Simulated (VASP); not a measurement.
Input of a VASP 6.6.1 run:

File INCAR:

```
PREC     = Accurate       # precision mode
ENCUT    = 520            # plane-wave cutoff, eV
EDIFF    = 1E-7           # SCF threshold, eV
ISMEAR   = 0              # smearing method
SIGMA    = 0.05           # smearing width, eV
LREAL    = False          # projectors in reciprocal space
LASPH    = True           # aspherical terms in the spheres
NELM     = 150            # most SCF steps
ALGO     = Normal         # electronic algorithm
ISIF     = 2              # what is computed and relaxed
LWAVE    = False          # write WAVECAR
LCHARG   = False          # write CHGCAR
ISPIN    = 2              # spin polarisation
MAGMOM   = 7.72 0.02      # initial moments
LORBIT   = 11             # projections on sites
LMAXMIX  = 6              # l up to which the mixer works
LDAU     = True           # DFT+U
LDAUTYPE = 2            
LDAUL    = 3 -1           # shell
LDAUU    = 6 0            # U, eV
LDAUJ    = 0 0          
LDAUPRINT= 1            
GGA      = PE             # functional
NBANDS   = 23             # bands
```

File KPOINTS:

```
regular mesh
0
Gamma
  10 10 10
```

The input POSCAR:

```
GdO
1.0
    0.0000000000      2.6984308834      2.6984308834
    2.6984308834      0.0000000000      2.6984308834
    2.6984308834      2.6984308834      0.0000000000
Gd O
1 1
Direct
    0.0000000000      0.0000000000      0.0000000000
    0.2500000000      0.2500000000      0.2500000000
```

Potentials or basis: VASP PAW PBE potentials, release 64 (Gd, O).

The run is started by

```bash
$ cat potpaw_PBE.64/Gd/POTCAR potpaw_PBE.64/O/POTCAR > POTCAR
$ mpirun -np 1 vasp_std > vasp.out
```

Problem. What does it give for the site moments?

Solution. Gd +7.07; O +0.01 μB.

Problem. Estimate the pressure.

Solution. 0.0 GPa.

Problem. What does it give for the net moment?

Solution. 7.93 μB per cell.

Eigenvalues of the final occupation matrices:
```
    site  spin  trace                         eigenvalues
site 1 f     1   6.95  0.99 0.99 0.99 0.99 0.99 0.99 1.00
site 1 f     2   0.03  0.00 0.00 0.00 0.00 0.00 0.00 0.01
```

Caveat: spin-orbit coupling is left out, which moves the levels of the heavy elements; a cell with one magnetic atom can't hold antiferromagnetic order, which such compounds often take. The state reached can hang on the start; a lower one may exist.
